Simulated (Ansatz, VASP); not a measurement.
## Co in VASP and in Ansatz

```xyz
2
Lattice="2.5074 0.0000 0.0000 -1.2537 2.1715 0.0000 0.0000 0.0000 4.0699" Properties=species:S:1:pos:R:3 pbc="T T T"
Co    0.0000    1.4476    1.0175
Co    1.2537    0.7238    3.0524
```

Alike in both runs: task single point; functional PBE; k mesh 12 × 12 × 7; occupations fermi-dirac, width 0.1 eV; collinear spin.

|  | VASP | Ansatz |
| --- | --- | --- |
| version | VASP 6.6.1 | Ansatz 0.2.0 |
| potentials or method | VASP PAW PBE potentials, release 64 (Co) | plane waves, PAW |
| plane-wave cutoff (eV) | 520 | 420 |
| valence electrons in the cell | 18 | 34 |

```tsv
	VASP	Ansatz	Ansatz less VASP
gap on the k mesh at the Fermi level (eV)	none	none	-
net moment per atom (μB)	1.63	1.64	+0.009
size of the moment on the site where the two differ most (μB)	1.65	1.71	+0.062
```

Site moments also hang on the region over which each program counts them. A gap of «none» marks a metal or a gap that the smearing closes. VASP's potentials hold 18 valence electrons a cell and Ansatz's 34, so a difference there can come from the potentials and not from the codes.
